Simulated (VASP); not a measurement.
# MgS (F-43m) in VASP: further runs, part 2 of 2

VASP 6.6.1. Earlier steps stand in the parts before.

## 3. Single point, PBE

This run uses another cell than the first one, of 23.11 Å³/atom.

The input, INCAR:

```
PREC = Accurate
ENCUT = 600
EDIFF = 1E-6
ISMEAR = 0
SIGMA = 0.02
LREAL = False
LASPH = True
NELM = 120
ALGO = Normal
ISIF = 2
LWAVE = False
LCHARG = False
GGA = PE
NBANDS = 11
GGA_COMPAT = False
```

The input, KPOINTS:

```
Automatic mesh
0
Gamma
  8 8 8
```

The input, POSCAR:

```
MgS
1.0
    0.0000000000      2.8485905209      2.8485905209
    2.8485905209      0.0000000000      2.8485905209
    2.8485905209      2.8485905209      0.0000000000
Mg S
1 1
Direct
    0.0000000000      0.0000000000      0.0000000000
    0.7500000000      0.7500000000      0.7500000000
```

Potentials or basis: VASP PAW PBE potentials, release 64 (Mg, S).

The run is started by

```sh
cat potpaw_PBE.64/Mg/POTCAR potpaw_PBE.64/S/POTCAR > POTCAR
mpirun -np 1 vasp_std > vasp.out
```

OUTCAR:

```text
PREC = Accurate
   ENCUT = 600
   EDIFF = 1E-6
   ISMEAR = 0
   LREAL = False
   LASPH = True
   NELM = 120
   ISIF = 2
   GGA = PE

 ion  position               nearest neighbor table
   1  0.000  0.000  0.000-   2 2.47   2 2.47   2 2.47   2 2.47
   2  0.750  0.750  0.750-   1 2.47   1 2.47   1 2.47   1 2.47

  LATTYP: Found a face centered cubic cell.
 ALAT       =     5.6971810418

  Lattice vectors:

 A1 = (   0.0000000000,   2.8485905209,   2.8485905209)
 A2 = (   2.8485905209,   0.0000000000,   2.8485905209)
 A3 = (   2.8485905209,   2.8485905209,   0.0000000000)

Analysis of symmetry for initial positions (statically):
=====================================================================
 Subroutine PRICEL returns:
 Original cell was already a primitive cell.

 Routine SETGRP: Setting up the symmetry group for a
 face centered cubic supercell.

 Subroutine GETGRP returns: Found 24 space group operations
 (whereof 24 operations were pure point group operations)
 out of a pool of 48 trial point group operations.

The static configuration has the point symmetry T_d .

Analysis of symmetry for dynamics (positions and initial velocities):
=====================================================================
 Subroutine PRICEL returns:
 Original cell was already a primitive cell.

 Routine SETGRP: Setting up the symmetry group for a
 face centered cubic supercell.

 Subroutine GETGRP returns: Found 24 space group operations
 (whereof 24 operations were pure point group operations)
 out of a pool of 48 trial point group operations.

The dynamic configuration has the point symmetry T_d .

 Subroutine INISYM returns: Found 24 space group operations
 (whereof 24 operations are pure point group operations),
 and found     1 'primitive' translations

----------------------------------------------------------------------------------------

                                     Primitive cell

  volume of cell :      46.2296

  direct lattice vectors                    reciprocal lattice vectors
     0.000000000  2.848590521  2.848590521    -0.175525403  0.175525403  0.175525403
     2.848590521  0.000000000  2.848590521     0.175525403 -0.175525403  0.175525403
     2.848590521  2.848590521  0.000000000     0.175525403  0.175525403 -0.175525403

  length of vectors
     4.028515348  4.028515348  4.028515348     0.304018917  0.304018917  0.304018917

  position of ions in fractional coordinates (direct lattice)
     0.000000000  0.000000000  0.000000000
     0.750000000  0.750000000  0.750000000

  ion indices of the primitive-cell ions
   primitive index   ion index
                 1           1
                 2           2

----------------------------------------------------------------------------------------

 KPOINTS: Automatic mesh

Automatic generation of k-mesh.
 Grid dimensions read from file:
 generate k-points for:    8    8    8

 Generating k-lattice:

  Cartesian coordinates                     Fractional coordinates (reciprocal lattice)
    -0.021940675  0.021940675  0.021940675     0.125000000  0.000000000  0.000000000
     0.021940675 -0.021940675  0.021940675     0.000000000  0.125000000  0.000000000
     0.021940675  0.021940675 -0.021940675     0.000000000  0.000000000  0.125000000

  Length of vectors
     0.038002365  0.038002365  0.038002365

  Shift w.r.t. Gamma in fractional coordinates (k-lattice)
     0.000000000  0.000000000  0.000000000

 Subroutine IBZKPT returns following result:
 ===========================================

 Found     29 irreducible k-points:

 Following reciprocal coordinates:
            Coordinates               Weight
  0.000000  0.000000  0.000000      1.000000
  0.125000  0.000000  0.000000      8.000000
  0.250000  0.000000  0.000000      8.000000
  0.375000  0.000000  0.000000      8.000000
  0.500000  0.000000  0.000000      4.000000
  0.125000  0.125000  0.000000      6.000000
[... 16 lines left out ...]
  0.500000  0.250000  0.125000     48.000000
 -0.375000  0.250000  0.125000     24.000000
 [... further k-points ...]
   k-points           NKPTS =     29   k-points in BZ     NKDIM =     29   number of bands    NBANDS=     11
   number of dos      NEDOS =    301   number of ions     NIONS =      2
   total plane-waves  NPLWV =  32768
   dimension x,y,z NGX =    32 NGY =   32 NGZ =   32
   dimension x,y,z NGXF=    64 NGYF=   64 NGZF=   64
   ions per type =               1   1
   NGX,Y,Z   is equivalent  to a cutoff of  13.21, 13.21, 13.21 a.u.
   NGXF,Y,Z  is equivalent  to a cutoff of  26.41, 26.41, 26.41 a.u.
 SYSTEM =  unknown system
   PREC   = accura    normal or accurate (medium, high low for compatibility)
   ISTART =      0    job   : 0-new  1-cont  2-samecut
   ICHARG =      2    charge: 1-file 2-atom 10-const
   ISPIN  =      1    spin polarized calculation?
   LNONCOLLINEAR =      F non collinear calculations
   LSORBIT =      F    spin-orbit coupling
   LASPH  =      T    aspherical Exc in radial PAW
   ENCUT  =  600.0 eV  44.10 Ry    6.64 a.u.   8.05  8.05  8.05*2*pi/ulx,y,z
   NELM   =    120;   NELMIN=  2; NELMDL= -5     # of ELM steps
   EDIFF  = 0.1E-05   stopping-criterion for ELM
   LREAL  =      F    real-space projection
[... 7 lines left out ...]
   TEBEG  =    0.0;   TEEND  =   0.0 temperature during run
   PSTRESS=    0.0 pullay stress
   NELECT =       8.0000    total number of electrons
   NUPDOWN=      -1.0000    fix difference up-down
   EMIN   =  10.00;   EMAX   =-10.00  energy-range for DOS
   EFERMI =   0.00;   METHOD = LEGACY
   ISMEAR =     0;   SIGMA  =   0.02  broadening in eV -4-tet -1-fermi 0-gaus
   EFERMI_NEDOS =   21; number of points for ismear=-14 and -15
   IALGO  =     38    algorithm
   IMIX   =      4    mixing-type and parameters
     AMIX     =   0.40;   BMIX     =  1.00
     AMIX_MAG =   1.60;   BMIX_MAG =  1.00
  volume/ion in A,a.u.               =      23.11       155.99
  Fermi-wavevector in a.u.,A,eV,Ry     =   0.912287  1.723972 11.323687  0.832268
  Thomas-Fermi vector in A             =   2.036665
   LORBIT       =      0    0 simple, 1 ext, 2 COOP (PROOUT), +10 PAW based schemes
   GGA     = PE    functional components
   LHFCALC =     F    Hartree Fock is set to
   AEXX    =    0.0000 exact exchange contribution
   IVDW    =     0    specifies the selected vdW correction
   LEPSILON=     F    determine dielectric tensor
   LRPA    =     F    only Hartree local field effects (RPA)
 non-spin polarized calculation
 Gauss-broadening in eV      SIGMA  =   0.02
  energy-cutoff  :      600.00
  volume of cell :       46.23
 maximum number of plane-waves:      1572
   NGX = 17   NGY = 17   NGZ = 17

 number of electron       8.0000001 magnetization

 Free energy of the ion-electron system (eV)
  ---------------------------------------------------
  ext. energy  EPLUGINS =         0.00000000
  ---------------------------------------------------
  free energy    TOTEN  =        -8.47325012 eV

  energy without entropy =       -8.47325012  energy(sigma->0) =       -8.47325012

 E-fermi :   1.0655     XC(G=0):  -8.3185

 val. band max:        0.9476950660   @ k =   0.0000   0.0000   0.0000
 cond. band min:       4.3134399349   @ k =   0.0000   0.0000   0.0000
 fundamental gap:      3.3657448688
 Fermi energy:         1.0654599276

 k-point     1 :       0.0000    0.0000    0.0000
  band No.  band energies     occupation
      1     -10.2587      2.00000
      2       0.9477      2.00000
      3       0.9477      2.00000
      4       0.9477      2.00000
      5       4.3134      0.00000
      6       8.8493      0.00000
      7       8.8493      0.00000
      8       8.8493      0.00000
      9      11.7396      0.00000
     10      11.7396      0.00000
     11      14.5159      0.00000

 k-point     2 :       0.1250    0.0000    0.0000
  band No.  band energies     occupation
      1     -10.1746      2.00000
      2       0.2780      2.00000
      3       0.8956      2.00000
      4       0.8956      2.00000
      5       4.9688      0.00000
      6       8.6537      0.00000
      7       9.0234      0.00000
      8       9.0234      0.00000
      9      11.2863      0.00000
     10      11.2863      0.00000
     11      13.9746      0.00000
[... 295 lines left out ...]
 k-point    24 :      -0.3750    0.2500    0.1250
  band No.  band energies     occupation
      1      -9.4998      2.00000
      2      -1.7712      2.00000
      3      -0.3188      2.00000
      4       0.3165      2.00000
      5       6.9797      0.00000
      6       7.3800      0.00000
      7       9.5848      0.00000
      8       9.7666      0.00000
      9      12.2433      0.00000
     10      13.6875      0.00000
     11      14.9981      0.00000

 [... further k-points ...]
[... 5 lines left out ...]
  --------------------------------------------------------------------------------------
  -------------------------------------------------------------------------------------
  Total       -0.0349487     -0.0349487     -0.0349487      0.0000000      0.0000000     -0.0000000
  in kB       -1.2112173     -1.2112173     -1.2112173      0.0000000      0.0000000     -0.0000000
  external PRESSURE =      -1.2112173 kB  Pullay stress =       0.0000000 kB

 VOLUME and BASIS-vectors are now :
 -----------------------------------------------------------------------------
  energy-cutoff  :      600.00
  volume of cell :       46.23
      direct lattice vectors                 reciprocal lattice vectors
     0.000000000  2.848590521  2.848590521    -0.175525403  0.175525403  0.175525403
     2.848590521  0.000000000  2.848590521     0.175525403 -0.175525403  0.175525403
     2.848590521  2.848590521  0.000000000     0.175525403  0.175525403 -0.175525403

 POSITION                                       TOTAL-FORCE (eV/Angst)
 -----------------------------------------------------------------------------------
      0.00000      0.00000      0.00000         0.000000      0.000000      0.000000
      4.27289      4.27289      4.27289        -0.000000     -0.000000     -0.000000
 -----------------------------------------------------------------------------------
    total drift:                               -0.000000     -0.000000     -0.000000

  FREE ENERGIE OF THE ION-ELECTRON SYSTEM (eV)
  ---------------------------------------------------
  free  energy   TOTEN  =        -8.4732501186 eV

  energy  without entropy=       -8.4732501186  energy(sigma->0) =       -8.47325012
```

OSZICAR:

```text
N       E                     dE             d eps       ncg     rms          rms(c)
DAV:   1     0.268888495969E+02    0.26889E+02   -0.37364E+03   638   0.642E+02
DAV:   2    -0.674179061214E+01   -0.33631E+02   -0.32383E+02   782   0.107E+02
DAV:   3    -0.897509604609E+01   -0.22333E+01   -0.22301E+01   798   0.285E+01
DAV:   4    -0.899426525545E+01   -0.19169E-01   -0.19168E-01   779   0.321E+00
DAV:   5    -0.899448640687E+01   -0.22115E-03   -0.22115E-03   809   0.340E-01    0.399E+00
DAV:   6    -0.849994974949E+01    0.49454E+00   -0.12570E+00   704   0.414E+00    0.305E+00
DAV:   7    -0.846620169583E+01    0.33748E-01   -0.26764E-01   764   0.210E+00    0.238E+00
DAV:   8    -0.847394725946E+01   -0.77456E-02   -0.24169E-02   695   0.938E-01    0.135E+00
DAV:   9    -0.847302925247E+01    0.91801E-03   -0.24570E-03   731   0.244E-01    0.450E-01
DAV:  10    -0.847324328040E+01   -0.21403E-03   -0.73253E-04   698   0.126E-01    0.932E-02
DAV:  11    -0.847324876061E+01   -0.54802E-05   -0.56384E-05   779   0.305E-02    0.597E-02
DAV:  12    -0.847325012001E+01   -0.13594E-05   -0.77601E-06   728   0.137E-02    0.628E-03
DAV:  13    -0.847325011860E+01    0.14173E-08   -0.34282E-07   643   0.293E-03
   1 F= -.84732501E+01 E0= -.84732501E+01  d E =-.578998E-19
```

Wall time 7.3 s (1 thread of Intel Xeon 6975P-C (Granite Rapids), shared host); peak memory 0.17 GiB.

What came out:

| Property | Result |
| --- | --- |
| Free energy | -8.4733 eV |
| Pressure | -0.1 GPa |
| Band gap on the k mesh | 3.37 eV |

## 4. Relaxation of cell and atoms, PBE

The input, INCAR:

```
SYSTEM = MgS
PREC     = Accurate       ! precision mode
ENCUT    = 600            ! plane-wave cutoff, eV
EDIFF    = 1E-7           ! SCF threshold, eV
ISMEAR   = 0              ! smearing method
SIGMA    = 0.02           ! smearing width, eV
LREAL    = .FALSE.        ! projectors in reciprocal space
LASPH    = .TRUE.         ! aspherical terms in the spheres
NELM     = 120            ! most SCF steps
ALGO     = Normal         ! electronic algorithm
ISIF     = 3              ! what is computed and relaxed
LWAVE    = .FALSE.        ! write WAVECAR
LCHARG   = .FALSE.        ! write CHGCAR
GGA      = PE             ! functional
IBRION   = 2              ! ionic algorithm
NSW      = 100            ! ionic steps
EDIFFG   = -0.005         ! ionic threshold
GGA_COMPAT= .FALSE.      
NELMIN   = 4
```

The input, KPOINTS:

```
Automatic mesh
0
G
  8 8 8
  0 0 0
```

The input, POSCAR:

```
MgS
1.0
    0.0000000000      2.8331200468      2.8331200468
    2.8331200468      0.0000000000      2.8331200468
    2.8331200468      2.8331200468      0.0000000000
Mg S
1 1
Direct
    0.0000000000      0.0000000000      0.0000000000
    0.7500000000      0.7500000000      0.7500000000
```

The run is started by

```sh
cat potpaw_PBE.64/Mg/POTCAR potpaw_PBE.64/S/POTCAR > POTCAR
mpirun -np 1 vasp_std > vasp.out
```

Wall time 15 s (1 thread of Intel Xeon 6975P-C (Granite Rapids), shared host); peak memory 0.19 GiB.

It converged, with:

```yaml
Free_energy: -8.4733 eV
Relaxed_volume: 23.06 Å³/atom
Relaxed_cell: a = 4.025 Å, b = 4.025 Å, c = 4.025 Å, α = 60.00°, β = 60.00°, γ = 60.00°
Space_group_after_relaxing_to_0.1_Å: F-43m (No. 216)
Energy_gained_by_relaxing: 0.8 meV/atom
Ionic_steps: 3
Pressure_after_relaxing: 0.0 GPa
Band_gap_on_the_k_mesh: 3.38 eV
```

The path:
```tsv
step	energy change (eV)	largest force (eV/Å)	pressure (GPa)	volume (Å³)
1	0.0000	0.0000	0.81	45.48
2	-0.0016	0.0000	-0.14	46.24
3	-0.0016	0.0000	0.00	46.12
```

Final structure:
```cif
data_structure
_symmetry_space_group_name_H-M 'P 1'
_symmetry_Int_Tables_number 1
_cell_length_a 4.0255
_cell_length_b 4.0255
_cell_length_c 4.0255
_cell_angle_alpha 60.000
_cell_angle_beta 60.000
_cell_angle_gamma 60.000
_cell_volume 46.12
loop_
_atom_site_label
_atom_site_type_symbol
_atom_site_fract_x
_atom_site_fract_y
_atom_site_fract_z
_atom_site_occupancy
Mg1 Mg 0.00000 0.00000 0.00000 1
S1 S 0.75000 0.75000 0.75000 1
```

Levels at points of the mesh, in eV from the valence-band top:
| k point | band 1 | band 2 | band 3 | band 4 | band 5 | band 6 | band 7 | band 8 |
| --- | --- | --- | --- | --- | --- | --- | --- | --- |
| (0.00, 0.00, 0.00) | -11.21 | 0.00 | 0.00 | 0.00 | 3.38 | 7.91 | 7.91 | 7.91 |
| (0.50, 0.00, 0.00) | -10.56 | -3.07 | -0.32 | -0.32 | 5.06 | 7.61 | 7.61 | 8.53 |
| (0.50, 0.50, 0.00) | -10.35 | -2.76 | -1.01 | -1.01 | 3.90 | 5.63 | 11.00 | 12.16 |

## 5. Overview

```csv
task,cell,k mesh,smearing,gap on the mesh (eV),pressure (GPa)
single point,"a = 4.007 Å, angles 60.0°, 2 atoms",6 × 6 × 6,gaussian 0.1 eV,3.45,0.8
single point,"a = 4.029 Å, angles 60.0°, 2 atoms",8 × 8 × 8,gaussian 0.02 eV,3.37,-0.1
relaxation of cell and atoms,"relaxed from a = 4.007 Å, angles 60.0°, 2 atoms",8 × 8 × 8,gaussian 0.02 eV,3.38,0.0
```

Alike in all rows: level PBE; potentials or basis VASP PAW PBE potentials, release 64 (Mg, S); no spin polarisation; cutoff (eV) 600.

Absolute energies hang on the potentials; compare differences alone.
